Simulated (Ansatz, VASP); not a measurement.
## One calculation of NaCl, two programs

```
CELL_PARAMETERS angstrom
0.00000 2.73219 2.74585
2.73219 0.00000 2.74585
2.73219 2.73219 0.00000
ATOMIC_POSITIONS crystal
Na 0.00000 0.00000 0.00000
Cl 0.50000 0.50000 0.50000
```

Change from the starting cell: z stretched by +0.5 %, x and y held.

Alike in both runs: task single point; functional LDA; k mesh 8 × 8 × 8; no spin polarisation.

|  | VASP | Ansatz |
| --- | --- | --- |
| version | VASP 6.6.1 | Ansatz 0.2.0 |
| potentials or method | VASP PAW LDA potentials, release 64 (Na_pv, Cl), cutoff 520 eV | all-electron LAPW, scalar-relativistic |
| occupations | gaussian, width 0.01 eV | fixed |

VASP gave:

| Item | Value |
| --- | --- |
| gap on the k mesh at the Fermi level (eV) | 5.06 |
| pressure (GPa) | -0.1 |
| traceless stress, the component that is largest in VASP (GPa) | -0.18 |

**Question.** What did Ansatz give for the same quantities?

**Answer.** gap on the k mesh at the Fermi level (eV): 5.05; pressure (GPa): -0.2; traceless stress, the component that is largest in VASP (GPa): -0.18.

LDA's correlation is that of Perdew and Zunger in VASP and of Perdew and Wang (1992) in Ansatz. Ansatz ran all-electron here, and VASP with PAW potentials.
